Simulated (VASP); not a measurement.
# GaN (R3m) in VASP: notebook

Runs on GaN. Level: r2SCAN. Tasks: single point.

Program: VASP 6.6.1. These are calculated values, not measurements. Logs are shortened: lines on timing, memory, paths and dates and some standing lists are left out, and cuts for length are marked.

## 1. The cell of the first run

Symmetry: R3m, No. 160, trigonal system. Conventional cell: a = 3.180 Å, b = 3.180 Å, c = 7.791 Å, α = 90.00°, β = 90.00°, γ = 120.00°. Within 2.6 Å of Ga (site symmetry 3m) lie 4 N at 1.93 to 2.00 Å. N (site symmetry 3m) has 4 Ga at 1.93 to 2.00 Å within 2.6 Å.

## 2. Single point, r2SCAN

POSCAR reads:

```
GaN
1.0
    0.0000000000      2.2489367673      2.2489367673
    2.2489367673      0.0000000000      2.2489367673
    2.2489367673      2.2489367673      0.0000000000
Ga N
1 1
Direct
    0.0000000000      0.0000000000      0.0000000000
    0.7692541075      0.7435819642      0.7435819642
```

INCAR.step1 reads:

```
SYSTEM = GaN
PREC = Accurate ; ENCUT = 520
ISMEAR = 0 ; SIGMA = 0.05
LREAL = .FALSE. ; LASPH = .TRUE.
NELM = 100 ; NBANDS = 16
GGA = PE ; ALGO = Normal
EDIFF = 1E-4 ; LWAVE = .TRUE.
LCHARG = .FALSE.
```

INCAR.step2 reads:

```
SYSTEM = GaN
PREC = Accurate ; ENCUT = 520
EDIFF = 1E-6 ; ISMEAR = 0
SIGMA = 0.05 ; LREAL = .FALSE.
LASPH = .TRUE. ; NELM = 100
ALGO = Normal ; ISIF = 2
LWAVE = .FALSE. ; LCHARG = .TRUE.
METAGGA = R2SCAN ; LMIXTAU = .TRUE.
LELF = .TRUE. ; LVHAR = .TRUE.
NBANDS = 16 ; ISTART = 1
```

KPOINTS reads:

```
regular mesh
0
G
  10 10 10
  0 0 0
```

Potentials or basis: VASP PAW PBE potentials, release 64 (Ga_d, N).

On the command line:

```console
$ cat potpaw_PBE.64/Ga_d/POTCAR potpaw_PBE.64/N/POTCAR > POTCAR
$ cp INCAR.step1 INCAR
$ mpirun -np 1 vasp_std > vasp.out
$ cp INCAR.step2 INCAR
$ mpirun -np 1 vasp_std > vasp.out
```

OUTCAR:

```text
SYSTEM = GaN
   PREC = Accurate
   ENCUT = 520
   EDIFF = 1E-6
   ISMEAR = 0
   LREAL = .FALSE.
   LASPH = .TRUE.
   NELM = 100
   ISIF = 2
   METAGGA = R2SCAN
   ISTART = 1

 ion  position               nearest neighbor table
   1  0.000  0.000  0.000-   2 1.93   2 1.93   2 1.93   2 2.00
   2  0.769  0.744  0.744-   1 1.93   1 1.93   1 1.93   1 2.00

  LATTYP: Found a face centered cubic cell.
 ALAT       =     4.4978735346

  Lattice vectors:

 A1 = (   0.0000000000,   2.2489367673,   2.2489367673)
 A2 = (   2.2489367673,   0.0000000000,   2.2489367673)
 A3 = (   2.2489367673,   2.2489367673,   0.0000000000)

Analysis of symmetry for initial positions (statically):
=====================================================================
 Subroutine PRICEL returns:
 Original cell was already a primitive cell.

 Routine SETGRP: Setting up the symmetry group for a
 face centered cubic supercell.

 Subroutine GETGRP returns: Found  6 space group operations
 (whereof  6 operations were pure point group operations)
 out of a pool of 48 trial point group operations.

The static configuration has the point symmetry C_3v.

Analysis of symmetry for dynamics (positions and initial velocities):
=====================================================================
 Subroutine PRICEL returns:
 Original cell was already a primitive cell.

 Routine SETGRP: Setting up the symmetry group for a
 face centered cubic supercell.

 Subroutine GETGRP returns: Found  6 space group operations
 (whereof  6 operations were pure point group operations)
 out of a pool of 48 trial point group operations.

The dynamic configuration has the point symmetry C_3v.

 Subroutine INISYM returns: Found  6 space group operations
 (whereof  6 operations are pure point group operations),
 and found     1 'primitive' translations

----------------------------------------------------------------------------------------

                                     Primitive cell

  volume of cell :      22.7490

  direct lattice vectors                    reciprocal lattice vectors
     0.000000000  2.248936767  2.248936767    -0.222327283  0.222327283  0.222327283
     2.248936767  0.000000000  2.248936767     0.222327283 -0.222327283  0.222327283
     2.248936767  2.248936767  0.000000000     0.222327283  0.222327283 -0.222327283

  length of vectors
     3.180476877  3.180476877  3.180476877     0.385082149  0.385082149  0.385082149

  position of ions in fractional coordinates (direct lattice)
     0.000000000  0.000000000  0.000000000
     0.769254107  0.743581964  0.743581964

  ion indices of the primitive-cell ions
   primitive index   ion index
                 1           1
                 2           2

----------------------------------------------------------------------------------------

 KPOINTS: regular mesh

Automatic generation of k-mesh.
 Grid dimensions read from file:
 generate k-points for:   10   10   10

 Generating k-lattice:

  Cartesian coordinates                     Fractional coordinates (reciprocal lattice)
    -0.022232728  0.022232728  0.022232728     0.100000000  0.000000000  0.000000000
     0.022232728 -0.022232728  0.022232728     0.000000000  0.100000000  0.000000000
     0.022232728  0.022232728 -0.022232728     0.000000000  0.000000000  0.100000000

  Length of vectors
     0.038508215  0.038508215  0.038508215

  Shift w.r.t. Gamma in fractional coordinates (k-lattice)
     0.000000000  0.000000000  0.000000000

 Subroutine IBZKPT returns following result:
 ===========================================

 Found    116 irreducible k-points:

 Following reciprocal coordinates:
            Coordinates               Weight
  0.000000  0.000000  0.000000      1.000000
  0.100000  0.000000  0.000000      2.000000
  0.000000  0.100000  0.000000      6.000000
  0.200000  0.000000  0.000000      2.000000
  0.000000  0.200000  0.000000      6.000000
  0.300000  0.000000  0.000000      2.000000
[... 16 lines left out ...]
  0.000000  0.500000  0.100000     12.000000
  0.100000  0.000000  0.500000      6.000000
 [... further k-points ...]
   k-points           NKPTS =    116   k-points in BZ     NKDIM =    116   number of bands    NBANDS=     16
   number of dos      NEDOS =    301   number of ions     NIONS =      2
   total plane-waves  NPLWV =  13824
   dimension x,y,z NGX =    24 NGY =   24 NGZ =   24
   dimension x,y,z NGXF=    48 NGYF=   48 NGZF=   48
   ions per type =               1   1
   NGX,Y,Z   is equivalent  to a cutoff of  12.54, 12.54, 12.54 a.u.
   NGXF,Y,Z  is equivalent  to a cutoff of  25.09, 25.09, 25.09 a.u.
 SYSTEM =  GaN
   PREC   = accura    normal or accurate (medium, high low for compatibility)
   ISTART =      1    job   : 0-new  1-cont  2-samecut
   ICHARG =      0    charge: 1-file 2-atom 10-const
   ISPIN  =      1    spin polarized calculation?
   LNONCOLLINEAR =      F non collinear calculations
   LSORBIT =      F    spin-orbit coupling
   LASPH  =      T    aspherical Exc in radial PAW
   ENCUT  =  520.0 eV  38.22 Ry    6.18 a.u.   5.91  5.91  5.91*2*pi/ulx,y,z
   NELM   =    100;   NELMIN=  2; NELMDL=  0     # of ELM steps
   EDIFF  = 0.1E-05   stopping-criterion for ELM
   LREAL  =      F    real-space projection
   EDIFFG = 0.1E-04   stopping-criterion for IOM
   NSW    =      0    number of steps for IOM
   IBRION =     -1    ionic relax: 0-MD 1-quasi-New 2-CG
   NFREE  =      0    steps in history (QN), initial steepest desc. (CG)
   ISIF   =      2    stress and relaxation
   ISYM   =      2    0-nonsym 1-usesym 2-fastsym
   POTIM  = 0.5000    time-step for ionic-motion
   TEBEG  =    0.0;   TEEND  =   0.0 temperature during run
   PSTRESS=    0.0 pullay stress
   NELECT =      18.0000    total number of electrons
   NUPDOWN=      -1.0000    fix difference up-down
   EMIN   =  10.00;   EMAX   =-10.00  energy-range for DOS
   EFERMI =   0.00;   METHOD = LEGACY
   ISMEAR =     0;   SIGMA  =   0.05  broadening in eV -4-tet -1-fermi 0-gaus
   EFERMI_NEDOS =   21; number of points for ismear=-14 and -15
   IALGO  =     38    algorithm
   IMIX   =      4    mixing-type and parameters
     AMIX     =   0.40;   BMIX     =  1.00
     AMIX_MAG =   1.60;   BMIX_MAG =  1.00
  volume/ion in A,a.u.               =      11.37        76.76
  Fermi-wavevector in a.u.,A,eV,Ry     =   1.514183  2.861391 31.194768  2.292751
  Thomas-Fermi vector in A             =   2.623875
   LORBIT       =      0    0 simple, 1 ext, 2 COOP (PROOUT), +10 PAW based schemes
   METAGGA = R2SCAN    functional components
   LHFCALC =     F    Hartree Fock is set to
   AEXX    =    0.0000 exact exchange contribution
   IVDW    =     0    specifies the selected vdW correction
   LEPSILON=     F    determine dielectric tensor
   LRPA    =     F    only Hartree local field effects (RPA)
 non-spin polarized calculation
 Gauss-broadening in eV      SIGMA  =   0.05
  energy-cutoff  :      520.00
  volume of cell :       22.75
 maximum number of plane-waves:       622
   NGX = 11   NGY = 11   NGZ = 11

 number of electron      18.0000007 magnetization

 Free energy of the ion-electron system (eV)
  ---------------------------------------------------
  ext. energy  EPLUGINS =         0.00000000
  ---------------------------------------------------
  free energy    TOTEN  =       -21.88148450 eV

  energy without entropy =      -21.88148450  energy(sigma->0) =      -21.88148450

 E-fermi :   5.3951     XC(G=0): -12.6703

 val. band max:        5.1861868186   @ k =   0.0000   0.0000   0.0000
 cond. band min:       7.2433971179   @ k =   0.0000   0.0000   0.0000
 fundamental gap:      2.0572102993
 Fermi energy:         5.3950985392

 k-point     1 :       0.0000    0.0000    0.0000
  band No.  band energies     occupation
      1     -11.7084      2.00000
      2      -8.7661      2.00000
      3      -8.7661      2.00000
      4      -8.7328      2.00000
      5      -8.4000      2.00000
      6      -8.4000      2.00000
[... 8 lines left out ...]
     15      24.7152      0.00000
     16      24.9255      0.00000

 k-point     2 :       0.1000    0.0000    0.0000
  band No.  band energies     occupation
      1     -11.5995      2.00000
      2      -8.7527      2.00000
      3      -8.7526      2.00000
      4      -8.6911      2.00000
      5      -8.4011      2.00000
      6      -8.4011      2.00000
[... 8 lines left out ...]
     15      23.5002      0.00000
     16      23.5108      0.00000

 k-point     3 :       0.0000    0.1000    0.0000
  band No.  band energies     occupation
      1     -11.5955      2.00000
      2      -8.7503      2.00000
      3      -8.7413      2.00000
      4      -8.7040      2.00000
      5      -8.4014      2.00000
      6      -8.4011      2.00000
[... 8 lines left out ...]
     15      23.4407      0.00000
     16      23.5675      0.00000

 k-point     4 :       0.2000    0.0000    0.0000
  band No.  band energies     occupation
      1     -11.3212      2.00000
      2      -8.7211      2.00000
      3      -8.7211      2.00000
      4      -8.5270      2.00000
      5      -8.3998      2.00000
      6      -8.3998      2.00000
[... 8 lines left out ...]
     15      22.7475      0.00000
     16      22.7475      0.00000
[... 324 lines left out ...]
 k-point    22 :       0.5000    0.1000    0.0000
  band No.  band energies     occupation
      1     -10.7074      2.00000
      2      -8.6691      2.00000
      3      -8.6501      2.00000
      4      -8.3863      2.00000
      5      -8.3569      2.00000
      6      -7.2493      2.00000
[... 8 lines left out ...]
     15      24.8260      0.00000
     16      26.3113      0.00000

 k-point    23 :       0.0000    0.5000    0.1000
  band No.  band energies     occupation
      1     -10.6754      2.00000
      2      -8.6530      2.00000
      3      -8.6311      2.00000
      4      -8.3812      2.00000
      5      -8.3521      2.00000
      6      -7.2359      2.00000
[... 8 lines left out ...]
     15      24.6680      0.00000
     16      26.1403      0.00000

 k-point    24 :       0.1000    0.0000    0.5000
  band No.  band energies     occupation
      1     -10.6762      2.00000
      2      -8.6490      2.00000
      3      -8.6342      2.00000
      4      -8.3811      2.00000
      5      -8.3495      2.00000
      6      -7.2382      2.00000
[... 8 lines left out ...]
     15      24.9616      0.00000
     16      25.9232      0.00000

 [... further k-points ...]

------------------------ aborting loop because EDIFF is reached ----------------------------------------

  FORCE on cell =-STRESS in cart. coord.  units (eV):
  Direction    XX          YY          ZZ          XY          YZ          ZX
  --------------------------------------------------------------------------------------
  -------------------------------------------------------------------------------------
  Total        0.1851480      0.1851480      0.1851480      0.2279366     -0.2279366      0.2279366
  in kB       13.0397066     13.0397066     13.0397066     16.0532484    -16.0532484     16.0532484
  external PRESSURE =      13.0397066 kB  Pullay stress =       0.0000000 kB

 VOLUME and BASIS-vectors are now :
 -----------------------------------------------------------------------------
  energy-cutoff  :      520.00
  volume of cell :       22.75
      direct lattice vectors                 reciprocal lattice vectors
     0.000000000  2.248936767  2.248936767    -0.222327283  0.222327283  0.222327283
     2.248936767  0.000000000  2.248936767     0.222327283 -0.222327283  0.222327283
     2.248936767  2.248936767  0.000000000     0.222327283  0.222327283 -0.222327283

 POSITION                                       TOTAL-FORCE (eV/Angst)
 -----------------------------------------------------------------------------------
      0.00000      0.00000      0.00000        -0.335250      0.335250      0.335250
      3.34454      3.40227      3.40227         0.335250     -0.335250     -0.335250
 -----------------------------------------------------------------------------------
    total drift:                               -0.012348      0.012334      0.012334

  FREE ENERGIE OF THE ION-ELECTRON SYSTEM (eV)
  ---------------------------------------------------
  free  energy   TOTEN  =       -21.8814845022 eV

  energy  without entropy=      -21.8814845022  energy(sigma->0) =      -21.88148450
```

Run time: 5 min. Hardware: 1 thread of AMD EPYC 7R13, shared host; peak memory 0.15 GiB.

What came out:

```
Free energy            : -21.8815 eV
Pressure               : 1.3 GPa
Largest force          : 0.581 eV/Å
Band gap on the k mesh : 2.06 eV, direct
```

Forces in eV/Å, atoms in the order of the input:
```
Ga  -0.335  0.335  0.335
N    0.335 -0.335 -0.335
```

Levels at points of the mesh, in eV from the valence-band top:
```csv
k point,band 7,band 8,band 9,band 10,band 11,band 12
"(0.00, 0.00, 0.00)",-0.16,-0.16,0.00,2.06,10.87,10.99
"(0.50, 0.00, 0.00)",-7.14,-1.11,-1.11,5.02,9.35,10.85
"(0.00, 0.50, 0.00)",-7.35,-1.24,-0.97,5.13,9.37,10.71
"(0.50, 0.50, 0.00)",-6.35,-2.95,-2.86,3.66,7.17,12.52
```

Caveat: the cell differs from its parent crystal (all N atoms moved -0.050 Å, as atom 2 towards its neighbour atom 1 (Ga) at 1.948 Å); the PAW data sets were made with another functional, which shifts forces and pressure a little.

## 3. Single point, r2SCAN

POSCAR, as its differences from that of step 2:

```diff
@@ -9,2 +9,2 @@
     0.0000000000      0.0000000000      0.0000000000
-    0.7692541075      0.7435819642      0.7435819642
+    0.7403729463      0.7532090179      0.7532090179
```

INCAR.step1 reads:

```
PREC = Accurate
ENCUT = 520
ISMEAR = 0
SIGMA = 0.05
LREAL = F
LASPH = T
NELM = 60
NBANDS = 16
GGA = PE
ALGO = Normal
EDIFF = 1E-4
LWAVE = T
LCHARG = F
```

INCAR.step2 reads:

```
PREC = Accurate
ENCUT = 520
EDIFF = 1E-6
ISMEAR = 0
SIGMA = 0.05
LREAL = F
LASPH = T
NELM = 60
ALGO = Normal
ISIF = 2
LWAVE = F
LCHARG = F
METAGGA = R2SCAN
LMIXTAU = T
NBANDS = 16
ISTART = 1
```

KPOINTS reads:

```
regular mesh
0
Gamma
  10 10 10
```

Potentials or basis: VASP PAW PBE potentials, release 64 (Ga_d, N).

On the command line:

```console
$ cat potpaw_PBE.64/Ga_d/POTCAR potpaw_PBE.64/N/POTCAR > POTCAR
$ cp INCAR.step1 INCAR
$ mpirun -np 1 vasp_std > vasp.out
$ cp INCAR.step2 INCAR
$ mpirun -np 1 vasp_std > vasp.out
```

Run time: 4.3 min. Hardware: 1 thread of AMD EPYC 7R13, shared host; peak memory 0.15 GiB.

Results (log left out):

```
Free energy            : -21.8921 eV
Pressure               : 1.1 GPa
Largest force          : 0.350 eV/Å
Band gap on the k mesh : 2.13 eV, direct
```

Forces on the atoms (eV/Å):
```
Ga   0.202 -0.202 -0.202
N   -0.202  0.202  0.202
```

Stress tensor (GPa, compression positive):
```
 1.13 -0.97 -0.97
-0.97  1.13  0.97
-0.97  0.97  1.13
```

Levels at points of the mesh, in eV from the valence-band top:
```csv
k point,band 7,band 8,band 9,band 10,band 11,band 12
"(0.00, 0.00, 0.00)",-0.09,0.00,0.00,2.13,10.99,10.99
"(0.50, 0.00, 0.00)",-7.31,-1.03,-1.03,5.22,9.45,11.04
"(0.00, 0.50, 0.00)",-7.20,-1.10,-0.97,5.16,9.44,10.86
"(0.50, 0.50, 0.00)",-6.27,-2.85,-2.81,3.74,7.25,12.60
```

Caveat: the cell differs from its parent crystal (all N atoms moved +0.025 Å, as atom 2 towards its neighbour atom 1 (Ga) at 1.948 Å); the PAW data sets were made with another functional, which shifts forces and pressure a little.
